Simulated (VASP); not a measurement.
# CdO (Fm-3m) in VASP: single point with PBEsol

Aim: the single point of CdO with PBEsol.

All numbers are computed with VASP 6.6.1; they aren't measurements. Logs are shortened: lines on timing, memory, paths and dates and some standing lists are left out, and cuts for length are marked.

**1. The cell of the first run**

It takes space group Fm-3m (No. 225, cubic). The conventional cell has a = 4.691 Å, b = 4.691 Å, c = 4.691 Å, α = 90.00°, β = 90.00°, γ = 90.00°. Within 3.1 Å of O (site symmetry m-3m) lie 6 Cd at 2.35 Å. Cd (site symmetry m-3m) has 6 O at 2.35 Å within 3.1 Å.

**2. Single point, PBEsol**

Input file INCAR:

```
SYSTEM = CdO
ALGO     = Normal         ! electronic algorithm
EDIFF    = 1E-6           ! SCF threshold, eV
ENCUT    = 600            ! plane-wave cutoff, eV
GGA      = PS             ! functional
GGA_COMPAT= .FALSE.      
ISIF     = 2              ! what is computed and relaxed
ISMEAR   = -1             ! smearing method
ISYM     = 0            
LASPH    = .TRUE.         ! aspherical terms in the spheres
LCHARG   = .FALSE.        ! write CHGCAR
LREAL    = Auto         
LWAVE    = .FALSE.        ! write WAVECAR
NBANDS   = 326            ! bands
NCORE    = 4            
NELM     = 120            ! most SCF steps
PREC     = Accurate       ! precision mode
SIGMA    = 0.05           ! smearing width, eV
```

Input file KPOINTS:

```
Automatic mesh
0
Gamma
  1 1 1
  0.25 0.25 0.25
```

Input file POSCAR:

```
CdO
1.0
    9.3811470000      0.0000000000      0.0000000000
    0.0000000000      9.3811470000      0.0000000000
    0.0000000000      0.0000000000      9.3811470000
O Cd
32 32
Direct
    0.2500000000      0.0000000000      0.0000000000
    0.2500000000      0.0000000000      0.5000000000
    0.2500000000      0.5000000000      0.0000000000
    0.2500000000      0.5000000000      0.5000000000
    0.7500000000      0.0000000000      0.0000000000
    0.7500000000      0.0000000000      0.5000000000
    0.7500000000      0.5000000000      0.0000000000
    0.7500000000      0.5000000000      0.5000000000
    0.0000000000      0.2500000000      0.0000000000
    0.0000000000      0.2500000000      0.5000000000
    0.0000000000      0.7500000000      0.0000000000
    0.0000000000      0.7500000000      0.5000000000
    0.5000000000      0.2500000000      0.0000000000
    0.5000000000      0.2500000000      0.5000000000
    0.5000000000      0.7500000000      0.0000000000
    0.5000000000      0.7500000000      0.5000000000
    0.0000000000      0.0000000000      0.2500000000
    0.0000000000      0.0000000000      0.7500000000
    0.0000000000      0.5000000000      0.2500000000
    0.0000000000      0.5000000000      0.7500000000
    0.5000000000      0.0000000000      0.2500000000
    0.5000000000      0.0000000000      0.7500000000
    0.5000000000      0.5000000000      0.2500000000
    0.5000000000      0.5000000000      0.7500000000
    0.2500000000      0.2500000000      0.2500000000
    0.2500000000      0.2500000000      0.7500000000
    0.2500000000      0.7500000000      0.2500000000
    0.2500000000      0.7500000000      0.7500000000
    0.7500000000      0.2500000000      0.2500000000
    0.7500000000      0.2500000000      0.7500000000
    0.7500000000      0.7500000000      0.2500000000
    0.7500000000      0.7500000000      0.7500000000
    0.0000000000      0.0000000000      0.0000000000
    0.0000000000      0.0000000000      0.5000000000
    0.0000000000      0.5000000000      0.0000000000
    0.0000000000      0.5000000000      0.5000000000
    0.5000000000      0.0000000000      0.0000000000
    0.5000000000      0.0000000000      0.5000000000
    0.5000000000      0.5000000000      0.0000000000
    0.5000000000      0.5000000000      0.5000000000
    0.2500000000      0.2500000000      0.0000000000
    0.2500000000      0.2500000000      0.5000000000
    0.2500000000      0.7500000000      0.0000000000
    0.2500000000      0.7500000000      0.5000000000
    0.7500000000      0.2500000000      0.0000000000
    0.7500000000      0.2500000000      0.5000000000
    0.7500000000      0.7500000000      0.0000000000
    0.7500000000      0.7500000000      0.5000000000
    0.2500000000      0.0000000000      0.2500000000
    0.2500000000      0.0000000000      0.7500000000
    0.2500000000      0.5000000000      0.2500000000
    0.2500000000      0.5000000000      0.7500000000
    0.7500000000      0.0000000000      0.2500000000
    0.7500000000      0.0000000000      0.7500000000
    0.7500000000      0.5000000000      0.2500000000
    0.7500000000      0.5000000000      0.7500000000
    0.0000000000      0.2500000000      0.2500000000
    0.0000000000      0.2500000000      0.7500000000
    0.0000000000      0.7500000000      0.2500000000
    0.0000000000      0.7500000000      0.7500000000
    0.5000000000      0.2500000000      0.2500000000
    0.5000000000      0.2500000000      0.7500000000
    0.5000000000      0.7500000000      0.2500000000
    0.5000000000      0.7500000000      0.7500000000
```

Potentials or basis: VASP PAW PBE potentials, release 64 (O, Cd).

Launch:

```console
$ cat potpaw_PBE.64/O/POTCAR potpaw_PBE.64/Cd/POTCAR > POTCAR
$ mpirun -np 4 vasp_std > vasp.out
```

OUTCAR:

```text
SYSTEM = CdO
   EDIFF = 1E-6
   ENCUT = 600
   GGA = PS
   ISIF = 2
   ISMEAR = -1
   ISYM = 0
   LASPH = .TRUE.
   LREAL = Auto
   NELM = 120
   PREC = Accurate

 ion  position               nearest neighbor table
   1  0.250  0.000  0.000-  33 2.35  37 2.35  41 2.35  43 2.35  49 2.35  50 2.35
   2  0.250  0.000  0.500-  34 2.35  38 2.35  42 2.35  44 2.35  49 2.35  50 2.35
   3  0.250  0.500  0.000-  35 2.35  39 2.35  41 2.35  43 2.35  51 2.35  52 2.35
   4  0.250  0.500  0.500-  36 2.35  40 2.35  42 2.35  44 2.35  51 2.35  52 2.35
   5  0.750  0.000  0.000-  33 2.35  37 2.35  45 2.35  47 2.35  53 2.35  54 2.35
   6  0.750  0.000  0.500-  34 2.35  38 2.35  46 2.35  48 2.35  53 2.35  54 2.35
[... 73 lines left out ...]
                            39 3.32  40 3.32  45 3.32  46 3.32  47 3.32  48 3.32  58 3.32  60 3.32
  57  0.000  0.250  0.250-   9 2.35  10 2.35  17 2.35  19 2.35  25 2.35  29 2.35  33 3.32  34 3.32
                            35 3.32  36 3.32  41 3.32  42 3.32  45 3.32  46 3.32  49 3.32  51 3.32
  58  0.000  0.250  0.750-   9 2.35  10 2.35  18 2.35  20 2.35  26 2.35  30 2.35  33 3.32  34 3.32
                            35 3.32  36 3.32  41 3.32  42 3.32  45 3.32  46 3.32  50 3.32  52 3.32
  59  0.000  0.750  0.250-  11 2.35  12 2.35  17 2.35  19 2.35  27 2.35  31 2.35  33 3.32  34 3.32
                            35 3.32  36 3.32  43 3.32  44 3.32  47 3.32  48 3.32  49 3.32  51 3.32
  60  0.000  0.750  0.750-  11 2.35  12 2.35  18 2.35  20 2.35  28 2.35  32 2.35  33 3.32  34 3.32
                            35 3.32  36 3.32  43 3.32  44 3.32  47 3.32  48 3.32  50 3.32  52 3.32
  61  0.500  0.250  0.250-  13 2.35  14 2.35  21 2.35  23 2.35  25 2.35  29 2.35  37 3.32  38 3.32
                            39 3.32  40 3.32  41 3.32  42 3.32  45 3.32  46 3.32  49 3.32  51 3.32
  62  0.500  0.250  0.750-  13 2.35  14 2.35  22 2.35  24 2.35  26 2.35  30 2.35  37 3.32  38 3.32
                            39 3.32  40 3.32  41 3.32  42 3.32  45 3.32  46 3.32  50 3.32  52 3.32
  63  0.500  0.750  0.250-  15 2.35  16 2.35  21 2.35  23 2.35  27 2.35  31 2.35  37 3.32  38 3.32
                            39 3.32  40 3.32  43 3.32  44 3.32  47 3.32  48 3.32  49 3.32  51 3.32
  64  0.500  0.750  0.750-  15 2.35  16 2.35  22 2.35  24 2.35  28 2.35  32 2.35  37 3.32  38 3.32
                            39 3.32  40 3.32  43 3.32  44 3.32  47 3.32  48 3.32  50 3.32  52 3.32

IMPORTANT INFORMATION: All symmetrisations will be switched off!
NOSYMM: (Re-)initialisation of all symmetry stuff for point group C_1.

----------------------------------------------------------------------------------------

                                     Primitive cell

  volume of cell :     825.5965

  direct lattice vectors                    reciprocal lattice vectors
     9.381147000  0.000000000  0.000000000     0.106596773  0.000000000  0.000000000
     0.000000000  9.381147000  0.000000000     0.000000000  0.106596773  0.000000000
     0.000000000  0.000000000  9.381147000     0.000000000  0.000000000  0.106596773

  length of vectors
     9.381147000  9.381147000  9.381147000     0.106596773  0.106596773  0.106596773

  position of ions in fractional coordinates (direct lattice)
     0.250000000  0.000000000  0.000000000
     0.250000000  0.000000000  0.500000000
     0.250000000  0.500000000  0.000000000
     0.250000000  0.500000000  0.500000000
     0.750000000  0.000000000  0.000000000
     0.750000000  0.000000000  0.500000000
[... 56 lines left out ...]
     0.500000000  0.750000000  0.250000000
     0.500000000  0.750000000  0.750000000

  ion indices of the primitive-cell ions
   primitive index   ion index
                 1           1
                 2           2
                 3           3
                 4           4
                 5           5
                 6           6
[... 56 lines left out ...]
                63          63
                64          64

----------------------------------------------------------------------------------------

 KPOINTS: Automatic mesh

Automatic generation of k-mesh.
 Grid dimensions read from file:
 generate k-points for:    1    1    1

 Generating k-lattice:

  Cartesian coordinates                     Fractional coordinates (reciprocal lattice)
     0.106596773  0.000000000  0.000000000     1.000000000  0.000000000  0.000000000
     0.000000000  0.106596773  0.000000000     0.000000000  1.000000000  0.000000000
     0.000000000  0.000000000  0.106596773     0.000000000  0.000000000  1.000000000

  Length of vectors
     0.106596773  0.106596773  0.106596773

  Shift w.r.t. Gamma in fractional coordinates (k-lattice)
     0.250000000  0.250000000  0.250000000

 Subroutine IBZKPT returns following result:
 ===========================================

 Found      4 irreducible k-points:

 Following reciprocal coordinates:
            Coordinates               Weight
  0.250000  0.250000  0.250000      2.000000
 -0.250000  0.250000  0.250000      2.000000
 -0.250000 -0.250000  0.250000      2.000000
  0.250000 -0.250000  0.250000      2.000000
   k-points           NKPTS =      4   k-points in BZ     NKDIM =      4   number of bands    NBANDS=    326
   number of dos      NEDOS =    301   number of ions     NIONS =     64
   total plane-waves  NPLWV = 512000
   dimension x,y,z NGX =    80 NGY =   80 NGZ =   80
   dimension x,y,z NGXF=   160 NGYF=  160 NGZF=  160
   ions per type =              32  32
   NGX,Y,Z   is equivalent  to a cutoff of  14.18, 14.18, 14.18 a.u.
   NGXF,Y,Z  is equivalent  to a cutoff of  28.35, 28.35, 28.35 a.u.
 SYSTEM =  CdO
   PREC   = accura    normal or accurate (medium, high low for compatibility)
   ISTART =      0    job   : 0-new  1-cont  2-samecut
   ICHARG =      2    charge: 1-file 2-atom 10-const
   ISPIN  =      1    spin polarized calculation?
   LNONCOLLINEAR =      F non collinear calculations
   LSORBIT =      F    spin-orbit coupling
   LASPH  =      T    aspherical Exc in radial PAW
   ENCUT  =  600.0 eV  44.10 Ry    6.64 a.u.  18.74 18.74 18.74*2*pi/ulx,y,z
   NELM   =    120;   NELMIN=  2; NELMDL= -5     # of ELM steps
   EDIFF  = 0.1E-05   stopping-criterion for ELM
   LREAL  =      T    real-space projection
   EDIFFG = 0.1E-04   stopping-criterion for IOM
   NSW    =      0    number of steps for IOM
   IBRION =     -1    ionic relax: 0-MD 1-quasi-New 2-CG
   NFREE  =      0    steps in history (QN), initial steepest desc. (CG)
   ISIF   =      2    stress and relaxation
   ISYM   =      0    0-nonsym 1-usesym 2-fastsym
   POTIM  = 0.5000    time-step for ionic-motion
   TEBEG  =    0.0;   TEEND  =   0.0 temperature during run
   PSTRESS=    0.0 pullay stress
   NELECT =     576.0000    total number of electrons
   NUPDOWN=      -1.0000    fix difference up-down
   EMIN   =  10.00;   EMAX   =-10.00  energy-range for DOS
   EFERMI =   0.00;   METHOD = LEGACY
   ISMEAR =    -1;   SIGMA  =   0.05  broadening in eV -4-tet -1-fermi 0-gaus
   EFERMI_NEDOS =   21; number of points for ismear=-14 and -15
   IALGO  =     38    algorithm
   IMIX   =      4    mixing-type and parameters
     AMIX     =   0.40;   BMIX     =  1.00
     AMIX_MAG =   1.60;   BMIX_MAG =  1.00
  volume/ion in A,a.u.               =      12.90        87.05
  Fermi-wavevector in a.u.,A,eV,Ry     =   1.451977  2.743839 28.684306  2.108237
  Thomas-Fermi vector in A             =   2.569412
   LORBIT       =      0    0 simple, 1 ext, 2 COOP (PROOUT), +10 PAW based schemes
   GGA     = PS    functional components
   LHFCALC =     F    Hartree Fock is set to
   AEXX    =    0.0000 exact exchange contribution
   IVDW    =     0    specifies the selected vdW correction
   LEPSILON=     F    determine dielectric tensor
   LRPA    =     F    only Hartree local field effects (RPA)
 non-spin polarized calculation
  energy-cutoff  :      600.00
  volume of cell :      825.60
 maximum number of plane-waves:     27490
 NGX is ok and might be reduce to    80
   NGX = 37   NGY = 37   NGZ = 37

 number of electron     576.0000318 magnetization

 Free energy of the ion-electron system (eV)
  ---------------------------------------------------
  ext. energy  EPLUGINS =         0.00000000
  ---------------------------------------------------
  free energy    TOTEN  =      -272.12513747 eV

  energy without entropy =     -272.12500545  energy(sigma->0) =     -272.12507146

 E-fermi :   2.3239     XC(G=0): -11.9933

 val. band max:        1.7573296769   @ k =   0.2500   0.2500   0.2500
 cond. band min:       2.8127875136   @ k =  -0.2500   0.2500   0.2500
 fundamental gap:      1.0554578367
 Fermi energy:         2.3238700616

 k-point     1 :       0.2500    0.2500    0.2500
  band No.  band energies     occupation
      1     -15.3183      2.00000
      2     -15.0819      2.00000
      3     -15.0819      2.00000
      4     -15.0819      2.00000
      5     -14.8850      2.00000
      6     -14.8850      2.00000
[... 1201 lines left out ...]
    299       6.2872      0.00000
    300       6.2948      0.00000
 [bands above 300 left out]

------------------------ aborting loop because EDIFF is reached ----------------------------------------

  FORCE on cell =-STRESS in cart. coord.  units (eV):
  Direction    XX          YY          ZZ          XY          YZ          ZX
  --------------------------------------------------------------------------------------
  -------------------------------------------------------------------------------------
  Total        7.1081501      7.1081033      7.1081671     -0.0000056     -0.0000003      0.0000483
  in kB       13.7942899     13.7941990     13.7943229     -0.0000108     -0.0000005      0.0000938
  external PRESSURE =      13.7942706 kB  Pullay stress =       0.0000000 kB

 VOLUME and BASIS-vectors are now :
 -----------------------------------------------------------------------------
  energy-cutoff  :      600.00
  volume of cell :      825.60
      direct lattice vectors                 reciprocal lattice vectors
     9.381147000  0.000000000  0.000000000     0.106596773  0.000000000  0.000000000
     0.000000000  9.381147000  0.000000000     0.000000000  0.106596773  0.000000000
     0.000000000  0.000000000  9.381147000     0.000000000  0.000000000  0.106596773

 POSITION                                       TOTAL-FORCE (eV/Angst)
 -----------------------------------------------------------------------------------
      2.34529      0.00000      0.00000        -0.000008      0.000001     -0.000002
      2.34529      0.00000      4.69057        -0.000005     -0.000010      0.000001
      2.34529      4.69057      0.00000        -0.000004     -0.000002     -0.000004
      2.34529      4.69057      4.69057        -0.000003      0.000010      0.000004
      7.03586      0.00000      0.00000         0.000005     -0.000009      0.000008
      7.03586      0.00000      4.69057         0.000006     -0.000018     -0.000008
[... 56 lines left out ...]
      4.69057      7.03586      2.34529         0.000014      0.000004     -0.000005
      4.69057      7.03586      7.03586         0.000007      0.000005      0.000007
 -----------------------------------------------------------------------------------
    total drift:                                0.000003      0.000001      0.000003

  FREE ENERGIE OF THE ION-ELECTRON SYSTEM (eV)
  ---------------------------------------------------
  free  energy   TOTEN  =      -272.1251374695 eV

  energy  without entropy=     -272.1250054471  energy(sigma->0) =     -272.12507146
```

It took 25 min on 4 MPI ranks of Oxide Virtual Turin-like, shared host; peak memory 0.47 GiB.

Results:

```yaml
Free_energy: -272.1251 eV
Pressure: 1.4 GPa
Band_gap_on_the_k_mesh: 1.06 eV
```

Levels at points of the mesh, in eV from the valence-band top:
| k point | band 286 | band 287 | band 288 | band 289 | band 290 | band 291 |
| --- | --- | --- | --- | --- | --- | --- |
| (0.25, 0.25, 0.25) | 0.00 | 0.00 | 0.00 | 1.06 | 2.91 | 2.91 |

Caveat: the PAW data sets were made with another functional, which shifts forces and pressure a little; a shifted mesh leaves out Γ, where band edges can lie. A k mesh can miss the band edges.
